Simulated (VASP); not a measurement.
# SnO2 (P1) in VASP: single point with LDA

Aim: the single point of SnO2 with LDA.

Program: VASP 6.6.1. These are calculated values, not measurements. Logs are shortened: lines on timing, memory, paths and dates and some standing lists are left out, and cuts for length are marked.

## Step 1: The cell of the first run

The typed cell holds 3 atoms: a = 4.482 Å, b = 4.482 Å, c = 4.482 Å, α = 41.94°, β = 41.94°, γ = 41.94°.

## Step 2: Single point, LDA (all Sn atoms moved +0.150 Å, as atom 1 along Cartesian [1 1 1])

Input file INCAR:

```
  ALGO = Normal
  EDIFF = 1E-6
  ENCUT = 520
  GGA = CA
  ISIF = 2
  ISMEAR = 0
  LASPH = T
  LCHARG = F
  LREAL = F
  LWAVE = F
  NBANDS = 20
  NELM = 80
  PREC = Accurate
  SIGMA = 0.05
```

Input file KPOINTS:

```
k-points
0
Gamma
  12 12 12
```

Input file POSCAR:

```
SnO2
1.0
    1.6039156916      0.9260211563      4.0813809037
   -1.6039156916      0.9260211563      4.0813809037
    0.0000000000     -1.8520423126      4.0813809037
Sn O
1 2
Direct
    0.5496570546      0.4956626079      0.4758992687
    0.2451905456      0.2451905456      0.2451905456
    0.7548094544      0.7548094544      0.7548094544
```

Potentials or basis: VASP PAW LDA potentials, release 64 (Sn_d, O).

Run with:

```sh
> cat potpaw_LDA.64/Sn_d/POTCAR potpaw_LDA.64/O/POTCAR > POTCAR
> mpirun -np 1 vasp_std > vasp.out
```

OUTCAR:

```text
EDIFF = 1E-6
   ENCUT = 520
   GGA = CA
   ISIF = 2
   ISMEAR = 0
   LASPH = T
   LREAL = F
   NELM = 80
   PREC = Accurate

 ion  position               nearest neighbor table
   1  0.550  0.496  0.476-   2 1.94   3 2.05   2 2.08   3 2.10   2 2.13   3 2.23
   2  0.245  0.245  0.245-   1 1.94   1 2.08   1 2.13
   3  0.755  0.755  0.755-   1 2.05   1 2.10   1 2.23

  LATTYP: Found a trigonal (rhomboedric) cell.
 ALAT       =     4.4819338247
 COS(alpha) =     0.7438689745

  Lattice vectors:

 A1 = (   1.6039156916,   0.9260211563,   4.0813809037)
 A2 = (  -1.6039156916,   0.9260211563,   4.0813809037)
 A3 = (   0.0000000000,  -1.8520423126,   4.0813809037)

Analysis of symmetry for initial positions (statically):
=====================================================================
 Subroutine PRICEL returns:
 Original cell was already a primitive cell.

 Routine SETGRP: Setting up the symmetry group for a
 trigonal (rhombohedral) supercell.

 Subroutine GETGRP returns: Found  1 space group operations
 (whereof  1 operations were pure point group operations)
 out of a pool of 12 trial point group operations.

The static configuration has the point symmetry C_1 .

Analysis of symmetry for dynamics (positions and initial velocities):
=====================================================================
 Subroutine PRICEL returns:
 Original cell was already a primitive cell.

 Routine SETGRP: Setting up the symmetry group for a
 trigonal (rhombohedral) supercell.

 Subroutine GETGRP returns: Found  1 space group operations
 (whereof  1 operations were pure point group operations)
 out of a pool of 12 trial point group operations.

The dynamic configuration has the point symmetry C_1 .

 Subroutine INISYM returns: Found  1 space group operations
 (whereof  1 operations are pure point group operations),
 and found     1 'primitive' translations

----------------------------------------------------------------------------------------

                                     Primitive cell

  volume of cell :      36.3715

  direct lattice vectors                    reciprocal lattice vectors
     1.603915692  0.926021156  4.081380904     0.311737084  0.179981489  0.081671704
    -1.603915692  0.926021156  4.081380904    -0.311737084  0.179981489  0.081671704
     0.000000000 -1.852042313  4.081380904     0.000000000 -0.359962978  0.081671704

  length of vectors
     4.481933825  4.481933825  4.481933825     0.369111925  0.369111925  0.369111925

  position of ions in fractional coordinates (direct lattice)
     0.549657055  0.495662608  0.475899269
     0.245190546  0.245190546  0.245190546
     0.754809454  0.754809454  0.754809454

  ion indices of the primitive-cell ions
   primitive index   ion index
                 1           1
                 2           2
                 3           3

----------------------------------------------------------------------------------------

 KPOINTS: k-points

Automatic generation of k-mesh.
 Grid dimensions read from file:
 generate k-points for:   12   12   12

 Generating k-lattice:

  Cartesian coordinates                     Fractional coordinates (reciprocal lattice)
     0.025978090  0.014998457  0.006805975     0.083333333  0.000000000  0.000000000
    -0.025978090  0.014998457  0.006805975     0.000000000  0.083333333  0.000000000
     0.000000000 -0.029996915  0.006805975     0.000000000  0.000000000  0.083333333

  Length of vectors
     0.030759327  0.030759327  0.030759327

  Shift w.r.t. Gamma in fractional coordinates (k-lattice)
     0.000000000  0.000000000  0.000000000

 Subroutine IBZKPT returns following result:
 ===========================================

 Found    868 irreducible k-points:

 Following reciprocal coordinates:
            Coordinates               Weight
  0.000000  0.000000  0.000000      1.000000
  0.083333  0.000000  0.000000      2.000000
  0.000000  0.083333  0.000000      2.000000
  0.000000  0.000000  0.083333      2.000000
  0.166667 -0.000000 -0.000000      2.000000
 -0.000000  0.166667 -0.000000      2.000000
[... 16 lines left out ...]
  0.166667  0.083333 -0.000000      2.000000
 -0.166667  0.000000 -0.083333      2.000000
 [... further k-points ...]
   k-points           NKPTS =    868   k-points in BZ     NKDIM =    868   number of bands    NBANDS=     20
   number of dos      NEDOS =    301   number of ions     NIONS =      3
   total plane-waves  NPLWV =  46656
   dimension x,y,z NGX =    36 NGY =   36 NGZ =   36
   dimension x,y,z NGXF=    72 NGYF=   72 NGZF=   72
   ions per type =               1   2
   NGX,Y,Z   is equivalent  to a cutoff of  13.35, 13.35, 13.35 a.u.
   NGXF,Y,Z  is equivalent  to a cutoff of  26.71, 26.71, 26.71 a.u.
 SYSTEM =  unknown system
   PREC   = accura    normal or accurate (medium, high low for compatibility)
   ISTART =      0    job   : 0-new  1-cont  2-samecut
   ICHARG =      2    charge: 1-file 2-atom 10-const
   ISPIN  =      1    spin polarized calculation?
   LNONCOLLINEAR =      F non collinear calculations
   LSORBIT =      F    spin-orbit coupling
   LASPH  =      T    aspherical Exc in radial PAW
   ENCUT  =  520.0 eV  38.22 Ry    6.18 a.u.   8.33  8.33  8.33*2*pi/ulx,y,z
   NELM   =     80;   NELMIN=  2; NELMDL= -5     # of ELM steps
   EDIFF  = 0.1E-05   stopping-criterion for ELM
   LREAL  =      F    real-space projection
   EDIFFG = 0.1E-04   stopping-criterion for IOM
   NSW    =      0    number of steps for IOM
   IBRION =     -1    ionic relax: 0-MD 1-quasi-New 2-CG
   NFREE  =      0    steps in history (QN), initial steepest desc. (CG)
   ISIF   =      2    stress and relaxation
   ISYM   =      2    0-nonsym 1-usesym 2-fastsym
   POTIM  = 0.5000    time-step for ionic-motion
   TEBEG  =    0.0;   TEEND  =   0.0 temperature during run
   PSTRESS=    0.0 pullay stress
   NELECT =      26.0000    total number of electrons
   NUPDOWN=      -1.0000    fix difference up-down
   EMIN   =  10.00;   EMAX   =-10.00  energy-range for DOS
   EFERMI =   0.00;   METHOD = LEGACY
   ISMEAR =     0;   SIGMA  =   0.05  broadening in eV -4-tet -1-fermi 0-gaus
   EFERMI_NEDOS =   21; number of points for ismear=-14 and -15
   IALGO  =     38    algorithm
   IMIX   =      4    mixing-type and parameters
     AMIX     =   0.40;   BMIX     =  1.00
     AMIX_MAG =   1.60;   BMIX_MAG =  1.00
  volume/ion in A,a.u.               =      12.12        81.82
  Fermi-wavevector in a.u.,A,eV,Ry     =   1.463791  2.766163 29.152978  2.142683
  Thomas-Fermi vector in A             =   2.579844
   LORBIT       =      0    0 simple, 1 ext, 2 COOP (PROOUT), +10 PAW based schemes
   GGA     = CA    functional components
   LHFCALC =     F    Hartree Fock is set to
   AEXX    =    0.0000 exact exchange contribution
   IVDW    =     0    specifies the selected vdW correction
   LEPSILON=     F    determine dielectric tensor
   LRPA    =     F    only Hartree local field effects (RPA)
 non-spin polarized calculation
 Gauss-broadening in eV      SIGMA  =   0.05
  energy-cutoff  :      520.00
  volume of cell :       36.37
 maximum number of plane-waves:       996
 NGX is ok and might be reduce to    36
   NGX = 17   NGY = 17   NGZ = 17

 number of electron      25.9999994 magnetization

 Free energy of the ion-electron system (eV)
  ---------------------------------------------------
  ext. energy  EPLUGINS =         0.00000000
  ---------------------------------------------------
  free energy    TOTEN  =       -20.36987728 eV

  energy without entropy =      -20.36987728  energy(sigma->0) =      -20.36987728

 E-fermi :   5.7864     XC(G=0): -11.6839

 val. band max:        5.4938997456   @ k =   0.0000   0.0000   0.0000
 cond. band min:       7.0126702914   @ k =   0.0000   0.0000   0.0000
 fundamental gap:      1.5187705458
 Fermi energy:         5.7864380754

 k-point     1 :       0.0000    0.0000    0.0000
  band No.  band energies     occupation
      1     -14.8695      2.00000
      2     -14.5619      2.00000
      3     -14.4834      2.00000
      4     -14.2412      2.00000
      5     -14.2347      2.00000
      6     -12.9971      2.00000
[... 12 lines left out ...]
     19      21.9734      0.00000
     20      22.2226      0.00000

 k-point     2 :       0.0833    0.0000    0.0000
  band No.  band energies     occupation
      1     -14.8541      2.00000
      2     -14.5974      2.00000
      3     -14.4659      2.00000
      4     -14.2522      2.00000
      5     -14.2365      2.00000
      6     -12.9457      2.00000
[... 12 lines left out ...]
     19      21.0089      0.00000
     20      22.2327      0.00000

 k-point     3 :       0.0000    0.0833    0.0000
  band No.  band energies     occupation
      1     -14.8564      2.00000
      2     -14.5743      2.00000
      3     -14.4871      2.00000
      4     -14.2508      2.00000
      5     -14.2402      2.00000
      6     -12.9432      2.00000
[... 12 lines left out ...]
     19      21.0759      0.00000
     20      22.1514      0.00000

 k-point     4 :       0.0000    0.0000    0.0833
  band No.  band energies     occupation
      1     -14.8580      2.00000
      2     -14.5765      2.00000
      3     -14.4834      2.00000
      4     -14.2553      2.00000
      5     -14.2357      2.00000
      6     -12.9445      2.00000
[... 12 lines left out ...]
     19      21.0617      0.00000
     20      22.1891      0.00000

 k-point     5 :       0.1667   -0.0000   -0.0000
  band No.  band energies     occupation
      1     -14.9180      2.00000
      2     -14.5893      2.00000
      3     -14.4217      2.00000
      4     -14.2772      2.00000
      5     -14.2341      2.00000
      6     -12.7798      2.00000
[... 12 lines left out ...]
     19      20.1069      0.00000
     20      22.3263      0.00000
[... 353 lines left out ...]
      6     -12.9365      2.00000
[... 12 lines left out ...]
     19      21.0141      0.00000
     20      22.1909      0.00000

 k-point    22 :      -0.0000    0.0833    0.0833
  band No.  band energies     occupation
      1     -14.8539      2.00000
      2     -14.5977      2.00000
      3     -14.4658      2.00000
      4     -14.2525      2.00000
      5     -14.2363      2.00000
      6     -12.9384      2.00000
[... 12 lines left out ...]
     19      20.9429      0.00000
     20      22.2719      0.00000

 k-point    23 :       0.1667    0.0833   -0.0000
  band No.  band energies     occupation
      1     -14.8766      2.00000
      2     -14.6135      2.00000
      3     -14.4368      2.00000
      4     -14.2738      2.00000
      5     -14.2341      2.00000
      6     -12.8226      2.00000
[... 12 lines left out ...]
     19      20.1938      0.00000
     20      22.1570      0.00000

 k-point    24 :      -0.1667    0.0000   -0.0833
  band No.  band energies     occupation
      1     -14.8748      2.00000
      2     -14.6089      2.00000
      3     -14.4427      2.00000
      4     -14.2686      2.00000
      5     -14.2391      2.00000
      6     -12.8185      2.00000
[... 12 lines left out ...]
     19      20.1800      0.00000
     20      22.1632      0.00000

 [... further k-points ...]

------------------------ aborting loop because EDIFF is reached ----------------------------------------

  FORCE on cell =-STRESS in cart. coord.  units (eV):
  Direction    XX          YY          ZZ          XY          YZ          ZX
  --------------------------------------------------------------------------------------
  -------------------------------------------------------------------------------------
  Total        1.4951910      0.5952181      0.2335222      0.6834380      0.3031880      0.7768881
  in kB       65.8637487     26.2195897     10.2867451     30.1057108     13.3555506     34.2222230
  external PRESSURE =      34.1233612 kB  Pullay stress =       0.0000000 kB

 VOLUME and BASIS-vectors are now :
 -----------------------------------------------------------------------------
  energy-cutoff  :      520.00
  volume of cell :       36.37
      direct lattice vectors                 reciprocal lattice vectors
     1.603915692  0.926021156  4.081380904     0.311737084  0.179981489  0.081671704
    -1.603915692  0.926021156  4.081380904    -0.311737084  0.179981489  0.081671704
     0.000000000 -1.852042313  4.081380904     0.000000000 -0.359962978  0.081671704

 POSITION                                       TOTAL-FORCE (eV/Angst)
 -----------------------------------------------------------------------------------
      0.08660      0.08660      6.20867        -1.640420     -1.505721     -1.459572
      0.00000      0.00000      3.00215         1.289957      0.967166      1.009142
      0.00000      0.00000      9.24199         0.350463      0.538555      0.450430
 -----------------------------------------------------------------------------------
    total drift:                               -0.000136     -0.000225      0.000051

  FREE ENERGIE OF THE ION-ELECTRON SYSTEM (eV)
  ---------------------------------------------------
  free  energy   TOTEN  =       -20.3698772753 eV

  energy  without entropy=      -20.3698772753  energy(sigma->0) =      -20.36987728
```

It took 9.6 min on 1 thread of Intel Xeon Platinum 8488C (Sapphire Rapids), shared host; peak memory 0.63 GiB.

What came out:

| Property | Result |
| --- | --- |
| Free energy | -20.3699 eV |
| Pressure | 3.4 GPa |
| Largest force | 2.662 eV/Å |
| Band gap on the k mesh | 1.52 eV |

Forces on the atoms (eV/Å):
```
Sn  -1.640 -1.506 -1.460
O    1.290  0.967  1.009
O    0.350  0.539  0.450
```

Levels at points of the mesh, in eV from the valence-band top:
| k point | band 11 | band 12 | band 13 | band 14 | band 15 | band 16 |
| --- | --- | --- | --- | --- | --- | --- |
| (0.00, 0.00, 0.00) | -1.30 | -0.98 | 0.00 | 1.52 | 5.33 | 10.44 |
| (0.50, 0.00, 0.00) | -2.21 | -1.32 | -1.10 | 5.45 | 7.91 | 9.67 |
| (0.00, 0.50, 0.00) | -2.18 | -1.36 | -1.04 | 5.41 | 7.94 | 9.72 |
| (0.00, 0.00, 0.50) | -2.16 | -1.36 | -1.02 | 5.44 | 7.89 | 9.76 |
| (0.50, 0.50, 0.00) | -1.08 | -0.51 | -0.07 | 4.67 | 6.75 | 10.68 |
| (0.50, 0.00, 0.50) | -1.11 | -0.52 | -0.07 | 4.66 | 6.77 | 10.61 |
| (0.00, 0.50, 0.50) | -1.10 | -0.57 | -0.04 | 4.73 | 6.73 | 10.42 |
| (0.50, 0.50, 0.50) | -1.95 | -1.18 | -0.92 | 3.74 | 5.94 | 11.09 |

Caveat: the cell differs from its parent crystal (all Sn atoms moved +0.150 Å, as atom 1 along Cartesian [1 1 1]); the cell stands under pressure; spin-orbit coupling is left out, which moves the levels of the heavy elements; forces of over 1 eV/Å act on the atoms, so gaps and moduli don't describe the material at rest.
